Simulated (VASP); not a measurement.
Wanted: the native input for a VASP 6.6.1 run.

| Property | Result |
| --- | --- |
| Task | single point |
| Functional | PBE |
| Potentials or basis | VASP PAW PBE potentials, release 64 (Ni, O) |
| Cutoff | 520 eV |
| k mesh | 11 × 11 × 11 |
| Occupations | fermi-dirac, width 0.05 eV |
| Spin | collinear spin, ferromagnetic start |
| Starting moments | [1.0, 0.0] μB |
| Dipole correction | no |
| Further INCAR settings | ALGO = Normal; EDIFF = 1e-06; NBANDS = 19 |

The structure of NiO lies in POSCAR:

```
NiO
1.0
    0.0000000000      2.0758280388      2.0758280388
    2.0758280388      0.0000000000      2.0758280388
    2.0758280388      2.0758280388      0.0000000000
Ni O
1 1
Direct
    0.0000000000      0.0000000000      0.0000000000
    0.7500000000      0.7500000000      0.7500000000
```

This cell differs from its parent crystal: volume scaled by 1.02.

The input as run:

INCAR

```
SYSTEM = NiO
ALGO = Normal ; EDIFF = 1E-6
ENCUT = 520 ; GGA = PE
ISIF = 2 ; ISMEAR = -1
ISPIN = 2 ; LASPH = .True.
LCHARG = .True. ; LELF = .True.
LMAXMIX = 4 ; LORBIT = 11
LREAL = .False. ; LVHAR = .True.
LWAVE = .False. ; MAGMOM = 1 0
NBANDS = 19 ; NELM = 150
PREC = Accurate ; SIGMA = 0.05
```

KPOINTS

```
k-points
0
Gamma
  11 11 11
  0 0 0
```

Potentials or basis: VASP PAW PBE potentials, release 64 (Ni, O).

Launch:

```bash
$ cat potpaw_PBE.64/Ni/POTCAR potpaw_PBE.64/O/POTCAR > POTCAR
$ mpirun -np 1 vasp_std > vasp.out
```

Results of the run:

The pressure is 53.2 GPa and the net moment is 1.11 μB per cell. The site moments are Ni +0.88; O +0.20 μB and the valence electrons inside the program's atomic spheres are Ni 9.69; O 5.09.

Caveat: a cell with one magnetic atom can't hold antiferromagnetic order, which such compounds often take.

Run time: 14 s on 1 thread of Intel(R) Xeon(R) 6975P-C (Granite Rapids), on a shared host, peak memory 0.16 GiB.
